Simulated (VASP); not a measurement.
# KCl: single point with PBEsol

The system is KCl.

```
K Cl
1.0
     0.00000    3.12128    3.12128
     3.12128    0.00000    3.12128
     3.12128    3.12128    0.00000
K Cl
1 1
Direct
  0.00000 0.00000 0.00000
  0.50000 0.50000 0.50000
```

```yaml
Program: VASP 6.6.1
Task: single point
Functional: PBEsol
Potentials_or_basis: VASP PAW PBE potentials, release 64 (K_sv, Cl)
Cutoff: 520 eV
k_mesh: 8 × 8 × 8
Occupations: gaussian, width 0.01 eV
Spin: no spin polarisation
```

| Property | Result |
| --- | --- |
| Pressure | 0.1 GPa |
| Band gap on the k mesh | 5.10 eV |

Levels at points of the mesh, in eV from the valence-band top:
```csv
k point,band 4,band 5,band 6,band 7,band 8,band 9,band 10,band 11,band 12,band 13
"(0.00, 0.00, 0.00)",-10.51,-10.51,0.00,0.00,0.00,5.10,8.30,8.30,8.30,9.20
"(0.50, 0.00, 0.00)",-10.52,-10.26,-1.13,-0.35,-0.35,7.49,8.58,10.56,10.56,11.39
"(0.50, 0.50, 0.00)",-10.58,-10.58,-0.69,-0.23,-0.23,6.38,8.33,10.04,10.23,10.67
```

It took 20 s on 1 thread of AMD EPYC 9R45 96-Core Processor (Zen 5), on a shared host, peak memory 0.18 GiB.

Caveat: the PAW data sets were made with another functional, which shifts forces and pressure a little. A k mesh can miss the band edges.
